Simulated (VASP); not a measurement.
# TiO2 (I4/m) in VASP: single point with PBEsol

Aim: the single point of TiO2 with PBEsol.

All numbers are computed with VASP 6.6.1; they aren't measurements. Logs are shortened: lines on timing, memory, paths and dates and some standing lists are left out, and cuts for length are marked.

## (1) The cell of the first run

The structure is tetragonal, space group I4/m (No. 87). The conventional cell has a = 8.664 Å, b = 8.664 Å, c = 3.762 Å, α = 90.00°, β = 90.00°, γ = 90.00°. Ti (site symmetry m) has 6 O at 1.79 to 2.26 Å within 2.4 Å. O (site symmetry m) has 4 Ti at 1.94 to 2.26 Å and 5 O at 2.62 to 2.64 Å within 2.7 Å. Within 2.4 Å of O (site symmetry m) lie 2 Ti at 1.79 to 1.81 Å.

## (2) Single point, PBEsol

Input file INCAR:

```
  PREC = Accurate
  ENCUT = 520
  EDIFF = 1E-6
  ISMEAR = -1
  SIGMA = 0.02
  LREAL = False
  LASPH = True
  NELM = 100
  ALGO = Normal
  ISIF = 2
  LWAVE = False
  LCHARG = False
  GGA = PS
  NBANDS = 60
```

Input file KPOINTS:

```
regular mesh
0
Gamma
  6 6 6
```

Input file POSCAR:

```
TiO2
1.0
   -4.3322073165      4.3322073165      1.8807826399
    4.3322073165     -4.3322073165      1.8807826399
    4.3322073165      4.3322073165     -1.8807826399
Ti O
4 8
Direct
    0.2921550133      0.0045638564      0.2967188697
    0.0045638564      0.7078449867      0.7124088430
    0.9954361436      0.2921550133      0.2875911570
    0.7078449867      0.9954361436      0.7032811303
    0.4983611980      0.1511312700      0.6494924679
    0.1619660400      0.8407646977      0.0027307377
    0.1511312700      0.5016388020      0.6527700720
    0.1592353023      0.1619660400      0.3212013422
    0.8407646977      0.8380339600      0.6787986578
    0.8488687300      0.4983611980      0.3472299280
    0.8380339600      0.1592353023      0.9972692623
    0.5016388020      0.8488687300      0.3505075321
```

Potentials or basis: VASP PAW PBE potentials, release 64 (Ti_sv, O).

Started as:

```console
> cat potpaw_PBE.64/Ti_sv/POTCAR potpaw_PBE.64/O/POTCAR > POTCAR
> mpirun -np 1 vasp_std > vasp.out
```

OUTCAR:

```text
PREC = Accurate
   ENCUT = 520
   EDIFF = 1E-6
   ISMEAR = -1
   LREAL = False
   LASPH = True
   NELM = 100
   ISIF = 2
   GGA = PS

 ion  position               nearest neighbor table
   1  0.292  0.005  0.297-   8 1.79   6 1.81  10 1.94  10 1.94   5 2.19  12 2.26
   2  0.005  0.708  0.712-   6 1.79   9 1.81   5 1.94   5 1.94   7 2.19  10 2.26
   3  0.995  0.292  0.288-  11 1.79   8 1.81  12 1.94  12 1.94  10 2.19   7 2.26
   4  0.708  0.995  0.703-   9 1.79  11 1.81   7 1.94   7 1.94  12 2.19   5 2.26
   5  0.498  0.151  0.649-   2 1.94   2 1.94   1 2.19   4 2.26
   6  0.162  0.841  0.003-   2 1.79   1 1.81
   7  0.151  0.502  0.653-   4 1.94   4 1.94   2 2.19   3 2.26
   8  0.159  0.162  0.321-   1 1.79   3 1.81
   9  0.841  0.838  0.679-   4 1.79   2 1.81
  10  0.849  0.498  0.347-   1 1.94   1 1.94   3 2.19   2 2.26
  11  0.838  0.159  0.997-   3 1.79   4 1.81
  12  0.502  0.849  0.351-   3 1.94   3 1.94   4 2.19   1 2.26

  LATTYP: Found a body centered tetragonal cell.
 ALAT       =     8.6644146330
 C/A-ratio  =     0.4341395742

  Lattice vectors:

 A1 = (  -4.3322073165,   4.3322073165,   1.8807826399)
 A2 = (   4.3322073165,  -4.3322073165,   1.8807826399)
 A3 = (   4.3322073165,   4.3322073165,  -1.8807826399)

Analysis of symmetry for initial positions (statically):
=====================================================================
 Subroutine PRICEL returns:
 Original cell was already a primitive cell.

 Routine SETGRP: Setting up the symmetry group for a
 body centered tetragonal supercell.

 Subroutine GETGRP returns: Found  8 space group operations
 (whereof  8 operations were pure point group operations)
 out of a pool of 16 trial point group operations.

The static configuration has the point symmetry C_4h.

Analysis of symmetry for dynamics (positions and initial velocities):
=====================================================================
 Subroutine PRICEL returns:
 Original cell was already a primitive cell.

 Routine SETGRP: Setting up the symmetry group for a
 body centered tetragonal supercell.

 Subroutine GETGRP returns: Found  8 space group operations
 (whereof  8 operations were pure point group operations)
 out of a pool of 16 trial point group operations.

The dynamic configuration has the point symmetry C_4h.

 Subroutine INISYM returns: Found  8 space group operations
 (whereof  8 operations are pure point group operations),
 and found     1 'primitive' translations

----------------------------------------------------------------------------------------

                                     Primitive cell

  volume of cell :     141.1943

  direct lattice vectors                    reciprocal lattice vectors
    -4.332207316  4.332207316  1.880782640     0.000000000  0.115414606  0.265846775
     4.332207316 -4.332207316  1.880782640     0.115414606  0.000000000  0.265846775
     4.332207316  4.332207316 -1.880782640     0.115414606  0.115414606  0.000000000

  length of vectors
     6.408851988  6.408851988  6.408851988     0.289818977  0.289818977  0.163220901

  position of ions in fractional coordinates (direct lattice)
     0.292155013  0.004563856  0.296718870
     0.004563856  0.707844987  0.712408843
     0.995436144  0.292155013  0.287591157
     0.707844987  0.995436144  0.703281130
     0.498361198  0.151131270  0.649492468
     0.161966040  0.840764698  0.002730738
     0.151131270  0.501638802  0.652770072
     0.159235302  0.161966040  0.321201342
     0.840764698  0.838033960  0.678798658
     0.848868730  0.498361198  0.347229928
     0.838033960  0.159235302  0.997269262
     0.501638802  0.848868730  0.350507532

  ion indices of the primitive-cell ions
   primitive index   ion index
                 1           1
                 2           2
                 3           3
                 4           4
                 5           5
                 6           6
                 7           7
                 8           8
                 9           9
                10          10
                11          11
                12          12

----------------------------------------------------------------------------------------

 KPOINTS: regular mesh

Automatic generation of k-mesh.
 Grid dimensions read from file:
 generate k-points for:    6    6    6

 Generating k-lattice:

  Cartesian coordinates                     Fractional coordinates (reciprocal lattice)
     0.000000000  0.019235768  0.044307796     0.166666667  0.000000000  0.000000000
     0.019235768  0.000000000  0.044307796     0.000000000  0.166666667  0.000000000
     0.019235768  0.019235768  0.000000000     0.000000000  0.000000000  0.166666667

  Length of vectors
     0.048303163  0.048303163  0.027203483

  Shift w.r.t. Gamma in fractional coordinates (k-lattice)
     0.000000000  0.000000000  0.000000000

 Subroutine IBZKPT returns following result:
 ===========================================

 Found     36 irreducible k-points:

 Following reciprocal coordinates:
            Coordinates               Weight
  0.000000  0.000000  0.000000      1.000000
  0.166667 -0.000000  0.000000      8.000000
  0.333333 -0.000000  0.000000      8.000000
  0.500000  0.000000 -0.000000      4.000000
  0.166667  0.166667  0.000000      8.000000
  0.333333  0.166667  0.000000      8.000000
[... 16 lines left out ...]
 -0.333333  0.333333 -0.166667      4.000000
 -0.166667  0.333333  0.166667      8.000000
 [... further k-points ...]
   k-points           NKPTS =     36   k-points in BZ     NKDIM =     36   number of bands    NBANDS=     60
   number of dos      NEDOS =    301   number of ions     NIONS =     12
   total plane-waves  NPLWV = 110592
   dimension x,y,z NGX =    48 NGY =   48 NGZ =   48
   dimension x,y,z NGXF=    96 NGYF=   96 NGZF=   96
   ions per type =               4   8
   NGX,Y,Z   is equivalent  to a cutoff of  12.45, 12.45, 12.45 a.u.
   NGXF,Y,Z  is equivalent  to a cutoff of  24.90, 24.90, 24.90 a.u.
 SYSTEM =  unknown system
   PREC   = accura    normal or accurate (medium, high low for compatibility)
   ISTART =      0    job   : 0-new  1-cont  2-samecut
   ICHARG =      2    charge: 1-file 2-atom 10-const
   ISPIN  =      1    spin polarized calculation?
   LNONCOLLINEAR =      F non collinear calculations
   LSORBIT =      F    spin-orbit coupling
   LASPH  =      T    aspherical Exc in radial PAW
   ENCUT  =  520.0 eV  38.22 Ry    6.18 a.u.  11.92 11.92 11.92*2*pi/ulx,y,z
   NELM   =    100;   NELMIN=  2; NELMDL= -5     # of ELM steps
   EDIFF  = 0.1E-05   stopping-criterion for ELM
   LREAL  =      F    real-space projection
   EDIFFG = 0.1E-04   stopping-criterion for IOM
   NSW    =      0    number of steps for IOM
   IBRION =     -1    ionic relax: 0-MD 1-quasi-New 2-CG
   NFREE  =      0    steps in history (QN), initial steepest desc. (CG)
   ISIF   =      2    stress and relaxation
   ISYM   =      2    0-nonsym 1-usesym 2-fastsym
   POTIM  = 0.5000    time-step for ionic-motion
   TEBEG  =    0.0;   TEEND  =   0.0 temperature during run
   PSTRESS=    0.0 pullay stress
   NELECT =      96.0000    total number of electrons
   NUPDOWN=      -1.0000    fix difference up-down
   EMIN   =  10.00;   EMAX   =-10.00  energy-range for DOS
   EFERMI =   0.00;   METHOD = LEGACY
   ISMEAR =    -1;   SIGMA  =   0.02  broadening in eV -4-tet -1-fermi 0-gaus
   EFERMI_NEDOS =   21; number of points for ismear=-14 and -15
   IALGO  =     38    algorithm
   IMIX   =      4    mixing-type and parameters
     AMIX     =   0.40;   BMIX     =  1.00
     AMIX_MAG =   1.60;   BMIX_MAG =  1.00
  volume/ion in A,a.u.               =      11.77        79.40
  Fermi-wavevector in a.u.,A,eV,Ry     =   1.439548  2.720352 28.195341  2.072299
  Thomas-Fermi vector in A             =   2.558392
   LORBIT       =      0    0 simple, 1 ext, 2 COOP (PROOUT), +10 PAW based schemes
   GGA     = PS    functional components
   LHFCALC =     F    Hartree Fock is set to
   AEXX    =    0.0000 exact exchange contribution
   IVDW    =     0    specifies the selected vdW correction
   LEPSILON=     F    determine dielectric tensor
   LRPA    =     F    only Hartree local field effects (RPA)
 non-spin polarized calculation
  energy-cutoff  :      520.00
  volume of cell :      141.19
 maximum number of plane-waves:      3839
   NGX = 23   NGY = 23   NGZ = 23

 number of electron      95.9999974 magnetization

 Free energy of the ion-electron system (eV)
  ---------------------------------------------------
  ext. energy  EPLUGINS =         0.00000000
  ---------------------------------------------------
  free energy    TOTEN  =      -111.93693026 eV

  energy without entropy =     -111.93693026  energy(sigma->0) =     -111.93693026

 E-fermi :   3.5412     XC(G=0): -10.7384

 val. band max:        3.0529606020   @ k =   0.5000   0.5000   0.5000
 cond. band min:       4.6595490735   @ k =   0.0000   0.0000   0.0000
 fundamental gap:      1.6065884715
 Fermi energy:         3.5412082790

 k-point     1 :       0.0000    0.0000    0.0000
  band No.  band energies     occupation
      1     -53.0128      2.00000
      2     -52.9913      2.00000
      3     -52.9913      2.00000
      4     -52.9734      2.00000
      5     -29.5762      2.00000
      6     -29.5547      2.00000
[... 52 lines left out ...]
     59       7.8105      0.00000
     60       7.8930      0.00000

 k-point     2 :       0.1667   -0.0000    0.0000
  band No.  band energies     occupation
      1     -53.0095      2.00000
      2     -52.9907      2.00000
      3     -52.9907      2.00000
      4     -52.9753      2.00000
      5     -29.5644      2.00000
      6     -29.5525      2.00000
[... 52 lines left out ...]
     59       7.6554      0.00000
     60       7.7232      0.00000

 k-point     3 :       0.3333   -0.0000    0.0000
  band No.  band energies     occupation
      1     -53.0012      2.00000
      2     -52.9895      2.00000
      3     -52.9894      2.00000
      4     -52.9809      2.00000
      5     -29.5523      2.00000
      6     -29.5493      2.00000
[... 1312 lines left out ...]
     59       7.8287      0.00000
     60       8.0888      0.00000

 k-point    24 :      -0.1667    0.3333    0.1667
  band No.  band energies     occupation
      1     -53.0073      2.00000
      2     -52.9908      2.00000
      3     -52.9907      2.00000
      4     -52.9774      2.00000
      5     -29.5425      2.00000
      6     -29.5334      2.00000
[... 52 lines left out ...]
     59       7.4412      0.00000
     60       7.8347      0.00000

 [... further k-points ...]

------------------------ aborting loop because EDIFF is reached ----------------------------------------

  FORCE on cell =-STRESS in cart. coord.  units (eV):
  Direction    XX          YY          ZZ          XY          YZ          ZX
  --------------------------------------------------------------------------------------
  -------------------------------------------------------------------------------------
  Total        0.6432953      0.6432953      0.4341829     -0.0000000     -0.0000000      0.0000000
  in kB        7.2996818      7.2996818      4.9268152     -0.0000002     -0.0000000      0.0000000
  external PRESSURE =       6.5087263 kB  Pullay stress =       0.0000000 kB

 VOLUME and BASIS-vectors are now :
 -----------------------------------------------------------------------------
  energy-cutoff  :      520.00
  volume of cell :      141.19
      direct lattice vectors                 reciprocal lattice vectors
    -4.332207316  4.332207316  1.880782640     0.000000000  0.115414606  0.265846775
     4.332207316 -4.332207316  1.880782640     0.115414606  0.000000000  0.265846775
     4.332207316  4.332207316 -1.880782640     0.115414606  0.115414606  0.000000000

 POSITION                                       TOTAL-FORCE (eV/Angst)
 -----------------------------------------------------------------------------------
      0.03954      2.53135     -0.00000        -0.009568      0.082418      0.000000
      6.13306      0.03954      0.00000        -0.082418     -0.009568     -0.000000
     -1.80086      4.29266      1.88078         0.082418      0.009568      0.000000
      4.29266      1.80086      1.88078         0.009568     -0.082418     -0.000000
      1.30946      4.31801      0.00000        -0.006015      0.000455      0.000000
      2.95253     -2.92887      1.88078         0.002379      0.017396      0.000000
      4.34641      1.30946      0.00000        -0.000455     -0.006015      0.000000
      1.40334      1.37968      0.00000         0.017396     -0.002379     -0.000000
      2.92887      2.95253      1.88078        -0.017396      0.002379      0.000000
     -0.01420      3.02274      1.88078         0.000455      0.006015      0.000000
      1.37968      7.26107     -0.00000        -0.002379     -0.017396     -0.000000
      3.02274      0.01420      1.88078         0.006015     -0.000455      0.000000
 -----------------------------------------------------------------------------------
    total drift:                               -0.000000     -0.000000     -0.000000

  FREE ENERGIE OF THE ION-ELECTRON SYSTEM (eV)
  ---------------------------------------------------
  free  energy   TOTEN  =      -111.9369302624 eV

  energy  without entropy=     -111.9369302624  energy(sigma->0) =     -111.93693026
```

It took 8 min on 1 thread of Intel Xeon Platinum 8259CL at 2.50GHz (Skylake/Cascade Lake), shared host; peak memory 0.44 GiB.

Results:

| Quantity | Value |
| --- | --- |
| Free energy | -111.9369 eV |
| Pressure | 0.7 GPa |
| Largest force | 0.083 eV/Å |
| Band gap on the k mesh | 1.61 eV (least direct gap 2.32 eV) |

Forces in eV/Å, atoms in the order of the input:
```
Ti  -0.010  0.082  0.000
Ti  -0.082 -0.010  0.000
Ti   0.082  0.010  0.000
Ti   0.010 -0.082  0.000
O   -0.006  0.000  0.000
O    0.002  0.017  0.000
O    0.000 -0.006  0.000
O    0.017 -0.002  0.000
O   -0.017  0.002  0.000
O    0.000  0.006  0.000
O   -0.002 -0.017  0.000
O    0.006  0.000  0.000
```

Stress tensor (GPa, compression positive):
```
0.73 0.00 0.00
0.00 0.73 0.00
0.00 0.00 0.49
```

Levels at points of the mesh, in eV from the valence-band top:
```tsv
k point	band 44	band 45	band 46	band 47	band 48	band 49	band 50	band 51	band 52	band 53
(0.00, 0.00, 0.00)	-1.15	-0.94	-0.94	-0.94	-0.71	1.61	3.06	3.06	3.12	3.47
(0.50, 0.00, 0.00)	-1.08	-0.81	-0.74	-0.69	-0.37	2.86	3.23	3.29	3.37	3.57
(0.50, 0.50, 0.00)	-1.29	-1.16	-0.96	-0.92	-0.68	2.29	2.55	2.77	3.32	3.68
(0.50, 0.50, 0.50)	-1.37	-1.21	-1.15	-1.15	0.00	2.88	2.88	2.94	3.13	3.38
```

Caveat: the PAW data sets were made with another functional, which shifts forces and pressure a little. A k mesh can miss the band edges.
